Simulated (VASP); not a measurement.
# TiC (Cm) in VASP: single point with PBEsol

Aim: the single point of TiC with PBEsol.

All numbers are computed with VASP 6.6.1; they aren't measurements. Logs are shortened: lines on timing, memory, paths and dates and some standing lists are left out, and cuts for length are marked.

## Step 1: The cell of the first run

Symmetry: Cm, No. 8, monoclinic system. Conventional cell: a = 5.301 Å, b = 3.060 Å, c = 3.060 Å, α = 90.00°, β = 125.26°, γ = 90.00°. Within 2.7 Å of Ti (site symmetry m) lie 6 C at 2.03 to 2.31 Å. Within 2.7 Å of C (site symmetry m) lie 6 Ti at 2.03 to 2.31 Å.

## Step 2: Single point, PBEsol (atom 1 (Ti) moved by (-0.200, -0.100) A along [1 1 0] and z)

INCAR

```
PREC = Accurate ; ENCUT = 520
EDIFF = 1E-7 ; ISMEAR = 0
SIGMA = 0.15 ; LREAL = F
LASPH = T ; NELM = 100
ALGO = Normal ; ISIF = 2
LWAVE = F ; LCHARG = F
GGA = PS ; NBANDS = 15
```

KPOINTS

```
Automatic mesh
0
Gamma
  18 18 18
```

POSCAR

```
TiC
1.0
    0.0000000000      2.1640000000      2.1640000000
    2.1640000000      0.0000000000      2.1640000000
    2.1640000000      2.1640000000      0.0000000000
Ti C
1 1
Direct
   -0.0231053604     -0.0231053604     -0.0422464678
    0.5000000000      0.5000000000      0.5000000000
```

Potentials or basis: VASP PAW PBE potentials, release 64 (Ti_sv, C).

Launch:

```bash
cat potpaw_PBE.64/Ti_sv/POTCAR potpaw_PBE.64/C/POTCAR > POTCAR
mpirun -np 1 vasp_std > vasp.out
```

OUTCAR:

```text
PREC = Accurate
   ENCUT = 520
   EDIFF = 1E-7
   ISMEAR = 0
   LREAL = F
   LASPH = T
   NELM = 100
   ISIF = 2
   GGA = PS

 ion  position               nearest neighbor table
   1  0.977  0.977  0.958-   2 2.03   2 2.03   2 2.07   2 2.27   2 2.31   2 2.31
   2  0.500  0.500  0.500-   1 2.03   1 2.03   1 2.07   1 2.27   1 2.31   1 2.31

  LATTYP: Found a face centered cubic cell.
 ALAT       =     4.3280000000

  Lattice vectors:

 A1 = (   0.0000000000,   2.1640000000,   2.1640000000)
 A2 = (   2.1640000000,   0.0000000000,   2.1640000000)
 A3 = (   2.1640000000,   2.1640000000,   0.0000000000)

Analysis of symmetry for initial positions (statically):
=====================================================================
 Subroutine PRICEL returns:
 Original cell was already a primitive cell.

 Routine SETGRP: Setting up the symmetry group for a
 face centered cubic supercell.

 Subroutine GETGRP returns: Found  2 space group operations
 (whereof  2 operations were pure point group operations)
 out of a pool of 48 trial point group operations.

The static configuration has the point symmetry C_1h.

Analysis of symmetry for dynamics (positions and initial velocities):
=====================================================================
 Subroutine PRICEL returns:
 Original cell was already a primitive cell.

 Routine SETGRP: Setting up the symmetry group for a
 face centered cubic supercell.

 Subroutine GETGRP returns: Found  2 space group operations
 (whereof  2 operations were pure point group operations)
 out of a pool of 48 trial point group operations.

The dynamic configuration has the point symmetry C_1h.

 Subroutine INISYM returns: Found  2 space group operations
 (whereof  2 operations are pure point group operations),
 and found     1 'primitive' translations

----------------------------------------------------------------------------------------

                                     Primitive cell

  volume of cell :      20.2676

  direct lattice vectors                    reciprocal lattice vectors
     0.000000000  2.164000000  2.164000000    -0.231053604  0.231053604  0.231053604
     2.164000000  0.000000000  2.164000000     0.231053604 -0.231053604  0.231053604
     2.164000000  2.164000000  0.000000000     0.231053604  0.231053604 -0.231053604

  length of vectors
     3.060358149  3.060358149  3.060358149     0.400196582  0.400196582  0.400196582

  position of ions in fractional coordinates (direct lattice)
     0.976894640  0.976894640  0.957753532
     0.500000000  0.500000000  0.500000000

  ion indices of the primitive-cell ions
   primitive index   ion index
                 1           1
                 2           2

----------------------------------------------------------------------------------------

 KPOINTS: Automatic mesh

Automatic generation of k-mesh.
 Grid dimensions read from file:
 generate k-points for:   18   18   18

 Generating k-lattice:

  Cartesian coordinates                     Fractional coordinates (reciprocal lattice)
    -0.012836311  0.012836311  0.012836311     0.055555556  0.000000000  0.000000000
     0.012836311 -0.012836311  0.012836311     0.000000000  0.055555556  0.000000000
     0.012836311  0.012836311 -0.012836311     0.000000000  0.000000000  0.055555556

  Length of vectors
     0.022233143  0.022233143  0.022233143

  Shift w.r.t. Gamma in fractional coordinates (k-lattice)
     0.000000000  0.000000000  0.000000000

 Subroutine IBZKPT returns following result:
 ===========================================

 Found   1550 irreducible k-points:

 Following reciprocal coordinates:
            Coordinates               Weight
  0.000000  0.000000  0.000000      1.000000
  0.055556  0.000000  0.000000      4.000000
  0.000000  0.000000  0.055556      2.000000
  0.055556  0.055556  0.055556      2.000000
  0.111111  0.000000  0.000000      4.000000
  0.000000  0.000000  0.111111      2.000000
[... 16 lines left out ...]
  0.444444  0.000000  0.000000      4.000000
  0.000000  0.000000  0.444444      2.000000
 [... further k-points ...]
   k-points           NKPTS =   1550   k-points in BZ     NKDIM =   1550   number of bands    NBANDS=     15
   number of dos      NEDOS =    301   number of ions     NIONS =      2
   total plane-waves  NPLWV =  13824
   dimension x,y,z NGX =    24 NGY =   24 NGZ =   24
   dimension x,y,z NGXF=    48 NGYF=   48 NGZF=   48
   ions per type =               1   1
   NGX,Y,Z   is equivalent  to a cutoff of  13.04, 13.04, 13.04 a.u.
   NGXF,Y,Z  is equivalent  to a cutoff of  26.07, 26.07, 26.07 a.u.
 SYSTEM =  unknown system
   PREC   = accura    normal or accurate (medium, high low for compatibility)
   ISTART =      0    job   : 0-new  1-cont  2-samecut
   ICHARG =      2    charge: 1-file 2-atom 10-const
   ISPIN  =      1    spin polarized calculation?
   LNONCOLLINEAR =      F non collinear calculations
   LSORBIT =      F    spin-orbit coupling
   LASPH  =      T    aspherical Exc in radial PAW
   ENCUT  =  520.0 eV  38.22 Ry    6.18 a.u.   5.69  5.69  5.69*2*pi/ulx,y,z
   NELM   =    100;   NELMIN=  2; NELMDL= -5     # of ELM steps
   EDIFF  = 0.1E-06   stopping-criterion for ELM
   LREAL  =      F    real-space projection
   EDIFFG = 0.1E-05   stopping-criterion for IOM
   NSW    =      0    number of steps for IOM
   IBRION =     -1    ionic relax: 0-MD 1-quasi-New 2-CG
   NFREE  =      0    steps in history (QN), initial steepest desc. (CG)
   ISIF   =      2    stress and relaxation
   ISYM   =      2    0-nonsym 1-usesym 2-fastsym
   POTIM  = 0.5000    time-step for ionic-motion
   TEBEG  =    0.0;   TEEND  =   0.0 temperature during run
   PSTRESS=    0.0 pullay stress
   NELECT =      16.0000    total number of electrons
   NUPDOWN=      -1.0000    fix difference up-down
   EMIN   =  10.00;   EMAX   =-10.00  energy-range for DOS
   EFERMI =   0.00;   METHOD = LEGACY
   ISMEAR =     0;   SIGMA  =   0.15  broadening in eV -4-tet -1-fermi 0-gaus
   EFERMI_NEDOS =   21; number of points for ismear=-14 and -15
   IALGO  =     38    algorithm
   IMIX   =      4    mixing-type and parameters
     AMIX     =   0.40;   BMIX     =  1.00
     AMIX_MAG =   1.60;   BMIX_MAG =  1.00
  volume/ion in A,a.u.               =      10.13        68.39
  Fermi-wavevector in a.u.,A,eV,Ry     =   1.513030  2.859212 31.147275  2.289260
  Thomas-Fermi vector in A             =   2.622876
   LORBIT       =      0    0 simple, 1 ext, 2 COOP (PROOUT), +10 PAW based schemes
   GGA     = PS    functional components
   LHFCALC =     F    Hartree Fock is set to
   AEXX    =    0.0000 exact exchange contribution
   IVDW    =     0    specifies the selected vdW correction
   LEPSILON=     F    determine dielectric tensor
   LRPA    =     F    only Hartree local field effects (RPA)
 non-spin polarized calculation
 Gauss-broadening in eV      SIGMA  =   0.15
  energy-cutoff  :      520.00
  volume of cell :       20.27
 maximum number of plane-waves:       568
   NGX = 11   NGY = 11   NGZ = 11

 number of electron      16.0000000 magnetization

 Free energy of the ion-electron system (eV)
  ---------------------------------------------------
  ext. energy  EPLUGINS =         0.00000000
  ---------------------------------------------------
  free energy    TOTEN  =       -19.58361264 eV

  energy without entropy =      -19.58256457  energy(sigma->0) =      -19.58308860

 E-fermi :   9.4357     XC(G=0): -12.8481

 val. band max:        9.4276288748   @ k =   0.0000  -0.0556   0.0556
 cond. band min:       9.4368863775   @ k =   0.0556   0.0000   0.0000
 fundamental gap:      0.0092575027
 Fermi energy:         9.4357461070

 k-point     1 :       0.0000    0.0000    0.0000
  band No.  band energies     occupation
      1     -46.9803      2.00000
      2     -23.1180      2.00000
      3     -23.1127      2.00000
      4     -23.1118      2.00000
      5      -3.0070      2.00000
      6       8.9880      1.99998
      7       9.2017      1.97267
      8       9.3214      1.71893
      9      10.2336      0.00000
     10      10.5179      0.00000
     11      12.3058      0.00000
     12      12.6146      0.00000
     13      12.7499      0.00000
     14      19.6071      0.00000
     15      23.0713      0.00000

 k-point     2 :       0.0556    0.0000    0.0000
  band No.  band energies     occupation
      1     -46.9780      2.00000
      2     -23.1310      2.00000
      3     -23.1172      2.00000
      4     -23.1140      2.00000
      5      -2.9361      2.00000
      6       8.6377      2.00000
      7       9.1319      1.99583
      8       9.4369      0.99142
      9      10.2409      0.00000
     10      10.4439      0.00000
     11      11.8934      0.00000
     12      12.8867      0.00000
     13      13.2884      0.00000
     14      19.7297      0.00000
     15      23.1288      0.00000

 k-point     3 :       0.0000    0.0000    0.0556
  band No.  band energies     occupation
      1     -46.9780      2.00000
      2     -23.1299      2.00000
      3     -23.1188      2.00000
      4     -23.1135      2.00000
      5      -2.9363      2.00000
      6       8.6454      2.00000
      7       9.1936      1.97758
      8       9.3246      1.70532
      9      10.2004      0.00000
     10      10.5302      0.00000
     11      11.8860      0.00000
     12      13.0111      0.00000
     13      13.1680      0.00000
     14      19.7340      0.00000
     15      23.1247      0.00000

 k-point     4 :       0.0556    0.0556    0.0556
  band No.  band energies     occupation
      1     -46.9780      2.00000
      2     -23.1333      2.00000
      3     -23.1149      2.00000
      4     -23.1134      2.00000
      5      -2.9372      2.00000
      6       8.8053      2.00000
      7       9.0755      1.99932
      8       9.1445      1.99396
      9      10.2588      0.00000
     10      10.4769      0.00000
     11      12.3085      0.00000
     12      12.8860      0.00000
     13      13.0032      0.00000
     14      19.7516      0.00000
     15      23.1042      0.00000
[... 307 lines left out ...]
 k-point    22 :       0.3889    0.3889    0.3889
  band No.  band energies     occupation
      1     -46.9136      2.00000
      2     -23.5667      2.00000
      3     -23.1577      2.00000
      4     -23.1560      2.00000
      5      -0.2744      2.00000
      6       4.3332      2.00000
      7       6.5235      2.00000
      8       6.5414      2.00000
      9      11.9520      0.00000
     10      11.9816      0.00000
     11      13.1744      0.00000
     12      17.1787      0.00000
     13      17.3056      0.00000
     14      18.5381      0.00000
     15      24.9646      0.00000

 k-point    23 :       0.4444    0.0000    0.0000
  band No.  band energies     occupation
      1     -46.9057      2.00000
      2     -23.6213      2.00000
      3     -23.1675      2.00000
      4     -23.1642      2.00000
      5       0.2547      2.00000
      6       3.7315      2.00000
      7       6.5475      2.00000
      8       6.7520      2.00000
      9      12.1005      0.00000
     10      12.1132      0.00000
     11      13.2433      0.00000
     12      15.9021      0.00000
     13      17.2419      0.00000
     14      19.1621      0.00000
     15      24.6100      0.00000

 k-point    24 :       0.0000    0.0000    0.4444
  band No.  band energies     occupation
      1     -46.9060      2.00000
      2     -23.6179      2.00000
      3     -23.1679      2.00000
      4     -23.1634      2.00000
      5       0.2456      2.00000
      6       3.7312      2.00000
      7       6.5043      2.00000
      8       6.6966      2.00000
      9      12.0967      0.00000
     10      12.1439      0.00000
     11      13.2787      0.00000
     12      16.0289      0.00000
     13      17.3879      0.00000
     14      19.0397      0.00000
     15      24.5811      0.00000

 [... further k-points ...]

------------------------ aborting loop because EDIFF is reached ----------------------------------------

  FORCE on cell =-STRESS in cart. coord.  units (eV):
  Direction    XX          YY          ZZ          XY          YZ          ZX
  --------------------------------------------------------------------------------------
  -------------------------------------------------------------------------------------
  Total        0.1215587      0.1215587     -0.2918537     -0.3527464     -0.2624478     -0.2624478
  in kB        9.6093692      9.6093692    -23.0714038    -27.8850514    -20.7468295    -20.7468325
  external PRESSURE =      -1.2842218 kB  Pullay stress =       0.0000000 kB

 VOLUME and BASIS-vectors are now :
 -----------------------------------------------------------------------------
  energy-cutoff  :      520.00
  volume of cell :       20.27
      direct lattice vectors                 reciprocal lattice vectors
     0.000000000  2.164000000  2.164000000    -0.231053604  0.231053604  0.231053604
     2.164000000  0.000000000  2.164000000     0.231053604 -0.231053604  0.231053604
     2.164000000  2.164000000  0.000000000     0.231053604  0.231053604 -0.231053604

 POSITION                                       TOTAL-FORCE (eV/Angst)
 -----------------------------------------------------------------------------------
      4.18658      4.18658      4.22800         1.165405      1.165405      0.735839
      2.16400      2.16400      2.16400        -1.165405     -1.165405     -0.735839
 -----------------------------------------------------------------------------------
    total drift:                               -0.000044     -0.000044     -0.000035

  FREE ENERGIE OF THE ION-ELECTRON SYSTEM (eV)
  ---------------------------------------------------
  free  energy   TOTEN  =       -19.5836126366 eV

  energy  without entropy=      -19.5825645704  energy(sigma->0) =      -19.58308860
```

Wall time 3.4 min (1 thread of Intel Xeon 6975P-C (Granite Rapids), shared host); peak memory 0.55 GiB.

What came out:

```
Free energy   : -19.5836 eV
Pressure      : -0.1 GPa
Largest force : 1.805 eV/Å
```

Forces on the atoms (eV/Å):
```
Ti   1.165  1.165  0.736
C   -1.165 -1.165 -0.736
```

Stress tensor (GPa, compression positive):
```
 0.96 -2.79 -2.07
-2.79  0.96 -2.07
-2.07 -2.07 -2.31
```

Caveat: the cell differs from its parent crystal (atom 1 (Ti) moved by (-0.200, -0.100) A along [1 1 0] and z); the PAW data sets were made with another functional, which shifts forces and pressure a little.
